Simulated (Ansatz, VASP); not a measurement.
**Ag in VASP and in Ansatz**

File INCAR:

```
SYSTEM = Ag
PREC     = Accurate       ! precision mode
ENCUT    = 520            ! plane-wave cutoff, eV
EDIFF    = 1E-8           ! SCF threshold, eV
ISMEAR   = -1             ! smearing method
SIGMA    = 0.05           ! smearing width, eV
LREAL    = .False.        ! projectors in reciprocal space
LASPH    = .True.         ! aspherical terms in the spheres
NELM     = 60             ! most SCF steps
ALGO     = Normal         ! electronic algorithm
ISIF     = 2              ! what is computed and relaxed
LWAVE    = .False.        ! write WAVECAR
LCHARG   = .False.        ! write CHGCAR
GGA      = PE             ! functional
LEFG     = .True.       
NBANDS   = 18             ! bands
```

KPOINTS

```
Automatic mesh
0
Gamma
  14 14 8
  0 0 0
```

POSCAR

```
Ag
1.0
    2.9299980804      0.0000000000      0.0000000000
   -1.4649990402      2.5374527707      0.0000000000
    0.0000000000      0.0000000000      4.7900000000
Ag
2
Direct
    0.3333333333      0.6666666667      0.2500000000
    0.7076223249      0.3333333333      0.7500000000
```

Input for Ansatz:

```yaml
crystal:
  lattice:
    - [2.9299980804, 0.0, 0.0]
    - [-1.4649990402, 2.5374527707, 0.0]
    - [0.0, 0.0, 4.79]
  atoms:
    - { symbol: Ag, position: [0.3333333333, 0.6666666667, 0.25] }
    - { symbol: Ag, position: [0.7076223249, 0.3333333333, 0.75] }
kpoints:
  mp_grid: { grid: [14, 14, 8] }
scf:
  occupations: { method: fermi_dirac, width: 0.05 }
hamiltonian:
  xc: pbe
  pseudopotentials: { kind: paw }
output:
  forces: true
  stress: true
  eigenvalues: true
  efg: { contact_densities: true }
```

Alike in both runs: task electric field gradients; functional PBE; k mesh 14 × 14 × 8; occupations fermi-dirac, width 0.05 eV; no spin polarisation.

|  | VASP | Ansatz |
| --- | --- | --- |
| version | VASP 6.6.1 | Ansatz 0.2.0 |
| potentials or method | VASP PAW PBE potentials, release 64 (Ag) | PAW with Ansatz's default frozen-core files, scalar-relativistic |
| plane-wave cutoff (eV) | 520 | 420 |
| valence electrons in the cell | 22 | 38 |

Ansatz gave:

- pressure (GPa): 0.6
- traceless stress, the component that is largest in VASP (GPa): 0.55
- rms of the force components (eV/Å): 0.060
- size of Vzz on the site where it differs most (V/Å²): 4.1

What did VASP give for the same quantities?

Pressure (GPa): 0.5; traceless stress, the component that is largest in VASP (GPa): 0.55; rms of the force components (eV/Å): 0.060; size of Vzz on the site where it differs most (V/Å²): 3.5.

Atom by atom the forces differ by 0.000 eV/Å (rms over components). VASP's potentials hold 22 valence electrons a cell and Ansatz's 38, so a difference there can come from the potentials and not from the codes.
